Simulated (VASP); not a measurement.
A run of VASP 6.6.1 is set up as follows.

Contents of INCAR:

```
ALGO = Normal
EDIFF = 1E-7
ENCUT = 520
GGA = PE
ISIF = 2
ISMEAR = -1
LASPH = True
LCHARG = False
LREAL = Auto
LWAVE = False
NBANDS = 156
NELM = 60
PREC = Accurate
SIGMA = 0.01
```

KPOINTS

```
Automatic mesh
0
Gamma
  1 1 1
  0.25 0.25 0.25
```

File POSCAR:

```
Ga12O19
1.0
    0.0000000000      9.2496621800      0.0000000000
   -1.3977182400      0.0000000000      5.7085775500
    6.2279771500     -1.5416103600      0.0067278600
Ga O
12 19
Direct
    0.1140785232      0.6730281135      0.6813192419
    0.2220750927      0.3227428465      0.3049159491
    0.2995354334      0.1932123255      0.8061191091
    0.0238231924      0.7856143781      0.1787192726
    0.4462555808      0.6781748294      0.6815531314
    0.5473280297      0.3139294469      0.3043177373
    0.6338425522      0.1981022810      0.8125564769
    0.3597523111      0.7939645216      0.1733027703
    0.7714988625      0.6694432603      0.6807860648
    0.8795194247      0.3190156648      0.3043074770
    0.9697320671      0.2062537560      0.8067109939
    0.6941208488      0.7988922474      0.1796487429
    0.1649195340      0.7327731129      0.0068162334
    0.1642752654      0.2543307728      0.9801125812
    0.2721806154      0.4257919059      0.6428321776
    0.0580675761      0.5535867866      0.3415496393
    0.0498367787      0.1153874666      0.2765662309
    0.2795537963      0.8765890869      0.6709738098
    0.4994930403      0.7399188591      0.0053229299
    0.4941171495      0.2525691285      0.9804816766
    0.6033225342      0.4297622955      0.6453178139
    0.3904095919      0.5623060685      0.3404056241
    0.3848830462      0.1082170076      0.3196885341
    0.6086567950      0.8839278280      0.6661026443
    0.8292812826      0.7377204370      0.0054512581
    0.8287171729      0.2593208775      0.9787154599
    0.9357706415      0.4383342900      0.6438470688
    0.7214824915      0.5663393363      0.3428994309
    0.7140555648      0.1155527737      0.3146662507
    0.9436441298      0.8765913609      0.7085813946
    0.9968469274      0.9959815408      0.4924501957
```

Potentials or basis: VASP PAW PBE potentials, release 64 (Ga_d, O).

The run is started by

```bash
$ cat potpaw_PBE.64/Ga_d/POTCAR potpaw_PBE.64/O/POTCAR > POTCAR
$ mpirun -np 1 vasp_std > vasp.out
```

Q: Predict the pressure.

A: 4.2 GPa.

Q: What does it give for the largest force?

A: 0.028 eV/Å.

Stress tensor (GPa, compression positive):
```
 2.60  0.87 -1.92
 0.87  3.74 -0.04
-1.92 -0.04  6.33
```

Caveat: the k points lie up to 1.10 Å⁻¹ apart.
